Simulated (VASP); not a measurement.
Runs of VASP 6.6.1 on SrFeO3. Symmetry: Pm-3m, No. 221, cubic system. The conventional cell has a = 3.829 Å, b = 3.829 Å, c = 3.829 Å, α = 90.00°, β = 90.00°, γ = 90.00°. Within 3.6 Å of Sr (site symmetry m-3m) lie 12 O at 2.71 Å and 8 Fe at 3.32 Å. Within 2.5 Å of Fe (site symmetry m-3m) lie 6 O at 1.91 Å. O (site symmetry 4/mmm) has 2 Fe at 1.91 Å within 2.5 Å. 

```csv
spin,fixed moment (μB),pressure (GPa),moment (μB)
"collinear, ferromagnetic start",3.2,(a),3.20
"collinear, ferromagnetic start",2.1,(b),2.10
"collinear, ferromagnetic start",1.1,-15.0,1.10
"collinear, ferromagnetic start",4.2,-5.8,4.20
"collinear, zero start",0.0,-15.4,0.00
```

Alike in all rows: task single point; level LDA; potentials or basis VASP PAW LDA potentials, release 64 (Sr_sv, Fe, O); cell as given; k mesh 7 × 7 × 7; cutoff (eV) 600; smearing fermi-dirac 0.15 eV.

Problem. Fill in the values left out.

Solution. (a) -11.6; (b) -14.0.

Caveats: the total moment is fixed, so each spin has its own Fermi level; a cell with one magnetic atom can't hold antiferromagnetic order, which such compounds often take (some runs).
